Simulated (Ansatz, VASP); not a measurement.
## In: VASP beside Ansatz

INCAR

```
PREC = Accurate ; ENCUT = 520
EDIFF = 1E-6 ; ISMEAR = -1
SIGMA = 0.1 ; LREAL = F
LASPH = T ; NELM = 80
ALGO = Normal ; ISIF = 2
LWAVE = F ; LCHARG = F
GGA = PS ; NBANDS = 34
```

Contents of KPOINTS:

```
regular mesh
0
Gamma
  7 8 12
```

File POSCAR:

```
In
1.0
    0.0000000000      5.7217878879      0.0000000000
    0.0000000000      0.0000000000      5.4496538129
    3.3034757773      0.0000000000      0.0000000000
In
4
Direct
    0.3333333330      0.2500000000      0.0000000000
    0.8333333330      0.2500000000      0.5000000000
    0.1666666670      0.7500000000      0.5000000000
    0.6666666670      0.7500000000      0.0000000000
```

Input for Ansatz:

```yaml
crystal:
  lattice:
    - [0.0, 5.7217878879, 0.0]
    - [0.0, 0.0, 5.4496538129]
    - [3.3034757773, 0.0, 0.0]
  atoms:
    - { symbol: In, position: [0.333333333, 0.25, 0.0] }
    - { symbol: In, position: [0.833333333, 0.25, 0.5] }
    - { symbol: In, position: [0.166666667, 0.75, 0.5] }
    - { symbol: In, position: [0.666666667, 0.75, 0.0] }
kpoints:
  mp_grid: { grid: [7, 8, 12] }
scf:
  occupations: { method: fermi_dirac, width: 0.1 }
hamiltonian:
  xc: pbesol
  pseudopotentials: { kind: paw }
output:
  forces: true
  stress: true
  eigenvalues: true
```

Alike in both runs: task single point; functional PBEsol; k mesh 7 × 8 × 12; occupations fermi-dirac, width 0.1 eV; no spin polarisation.

```csv
,VASP,Ansatz
version,VASP 6.6.1,Ansatz 0.2.0
potentials or method,"VASP PAW PBE potentials, release 64 (In_d)","PAW with Ansatz's default frozen-core files, scalar-relativistic"
plane-wave cutoff (eV),520,420
valence electrons in the cell,52,52
```

Ansatz gave:

* pressure (GPa): 0.0
* traceless stress, the component that is largest in VASP (GPa): 0.20
* rms of the force components (eV/Å): 0.003

Q: Which values does VASP return?

A: Pressure (GPa): -0.1; traceless stress, the component that is largest in VASP (GPa): 0.20; rms of the force components (eV/Å): 0.003.

VASP's potentials were made for PBE, not for PBEsol. Atom by atom the forces differ by 0.000 eV/Å (rms over components). The functional is the same, so the differences come from potentials, cutoffs and numerics.
